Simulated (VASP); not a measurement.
Crystal: Si3Te.

```
Si Te
1.0
     3.06620    0.00000    0.00000
     0.00000    3.06620    0.00000
     0.00000    0.00000    8.29167
Si Te
3 1
Direct
  0.00000 0.00000 0.50000
  0.50000 0.50000 0.22612
  0.50000 0.50000 0.77388
  0.00000 0.00000 0.00000
```

The cell was generated, and may not be a known phase.

* Program: VASP 6.6.1
* Task: relaxation of cell and atoms
* Functional: PBE
* Potentials or basis: VASP PAW PBE potentials, release 64 (Si, Te)
* Cutoff: 500 eV
* k mesh: 6 × 6 × 2
* Occupations: gaussian, width 0.1 eV
* Spin: no spin polarisation

At the start: pressure 4.0 GPa; volume 19.49 Å³/atom.

Task: How do energy, volume and symmetry change on relaxing?

Result: Over 17 steps the energy falls by 410.8 meV/atom and the volume is 18.72 Å³/atom (-3.9 %); space group P4/mmm (No. 123, to 0.1 Å) before and after.

The path:
| step | energy change (eV) | largest force (eV/Å) | pressure (GPa) | volume (Å³) |
| --- | --- | --- | --- | --- |
| 1 | 0.0000 | 1.7708 | 3.96 | 77.96 |
| 2 | -0.3377 | 1.1391 | -2.07 | 83.47 |
| 3 | -0.4049 | 0.9862 | -4.40 | 86.51 |
| 4 | -0.7916 | 1.1520 | -3.55 | 81.77 |
| 5 | -1.3235 | 0.6941 | 7.02 | 67.86 |
| 6 | -1.4779 | 0.2398 | 6.02 | 68.52 |
| 7 | -1.4793 | 0.3386 | 6.18 | 68.56 |
| 8 | -1.5738 | 0.1860 | 2.34 | 71.70 |
| 9 | -1.5873 | 0.0302 | -2.36 | 76.59 |
| 10 | -1.6001 | 0.0739 | -0.52 | 74.57 |
| 11 | -1.6114 | 0.0228 | -0.39 | 74.54 |
| 12 | -1.6407 | 0.1435 | 0.13 | 74.43 |
| 13 | -1.6407 | 0.1373 | 0.19 | 74.41 |
| 14 | -1.6407 | 0.1410 | 0.16 | 74.42 |
| 15 | -1.6420 | 0.0784 | 0.14 | 74.59 |
| 16 | -1.6421 | 0.0514 | 0.13 | 74.65 |
| 17 | -1.6430 | 0.0290 | -0.07 | 74.88 |

Final structure:
```cif
data_structure
_symmetry_space_group_name_H-M 'P 1'
_symmetry_Int_Tables_number 1
_cell_length_a 3.4286
_cell_length_b 3.4286
_cell_length_c 6.3699
_cell_angle_alpha 90.000
_cell_angle_beta 90.000
_cell_angle_gamma 90.000
_cell_volume 74.88
loop_
_atom_site_label
_atom_site_type_symbol
_atom_site_fract_x
_atom_site_fract_y
_atom_site_fract_z
_atom_site_occupancy
Si1 Si 0.00000 0.00000 0.50000 1
Si2 Si 0.50000 0.50000 0.30602 1
Si3 Si 0.50000 0.50000 0.69398 1
Te1 Te 0.00000 0.00000 0.00000 1
```

Caveat: the k points lie up to 0.49 Å⁻¹ apart in the final cell, too coarse for converged energies and pressures of a metal; a cell axis changed by over 15 % at a fixed basis, so the end point is rough.
